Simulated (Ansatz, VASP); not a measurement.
**ScSi2 in VASP and in Ansatz**

INCAR

```
PREC     = Accurate       # precision mode
ENCUT    = 500            # plane-wave cutoff, eV
EDIFF    = 1E-6           # SCF threshold, eV
ISMEAR   = -1             # smearing method
SIGMA    = 0.1            # smearing width, eV
LREAL    = F              # projectors in reciprocal space
LASPH    = T              # aspherical terms in the spheres
NELM     = 200            # most SCF steps
ALGO     = Normal         # electronic algorithm
ISIF     = 2              # what is computed and relaxed
LWAVE    = F              # write WAVECAR
LCHARG   = T              # write CHGCAR
ISPIN    = 2              # spin polarisation
MAGMOM   = 0 0 0          # initial moments
LORBIT   = 11             # projections on sites
LMAXMIX  = 4              # l up to which the mixer works
GGA      = CA             # functional
LELF     = T              # ELF
LVHAR    = T            
NBANDS   = 20             # bands
GGA_COMPAT= F
```

KPOINTS

```
Automatic mesh
0
Gamma
  8 8 7
```

POSCAR

```
ScSi2
1.0
    3.6600000000      0.0000000000      0.0000000000
   -1.8300000000      3.1696529779      0.0000000000
    0.0000000000      0.0000000000      3.8700000000
Sc Si
1 2
Direct
    0.0000000000      0.0000000000      0.0000000000
    0.3333333333      0.6666666667      0.5000000000
    0.6666666667      0.3333333333      0.5000000000
```

Input for Ansatz:

```yaml
crystal:
  lattice:
    a: 3.66
    b: 3.66
    c: 3.87
    alpha: 90.0
    beta: 90.0
    gamma: 120.0
  space_group: 191
  atoms:
    - { symbol: Sc, position: [0.0, 0.0, 0.0] }
    - { symbol: Si, position: [0.3333333333333333, 0.6666666666666666, 0.5] }
kpoints:
  mp_grid:
    grid: [8, 8, 7]
hamiltonian:
  xc: lda
magnetization:
  spin_polarized: true
scf:
  occupations:
    method: fermi_dirac
    width: 0.1
```

Alike in both runs: task single point; functional LDA; k mesh 8 × 8 × 7; occupations fermi-dirac, width 0.1 eV; collinear spin.

|  | VASP | Ansatz |
| --- | --- | --- |
| version | VASP 6.6.1 | Ansatz 0.2.0 |
| potentials or method | VASP PAW LDA potentials, release 64 (Sc_sv, Si) | plane waves, PAW |
| plane-wave cutoff (eV) | 500 | 420 |
| valence electrons in the cell | 19 | 19 |

|  | VASP | Ansatz | Ansatz less VASP |
| --- | --- | --- | --- |
| net moment per atom (μB) | 0.00 | 0.00 | 0.000 |

LDA's correlation is that of Perdew and Zunger in VASP and of Perdew and Wang (1992) in Ansatz. Ansatz's warnings: no starting moments.
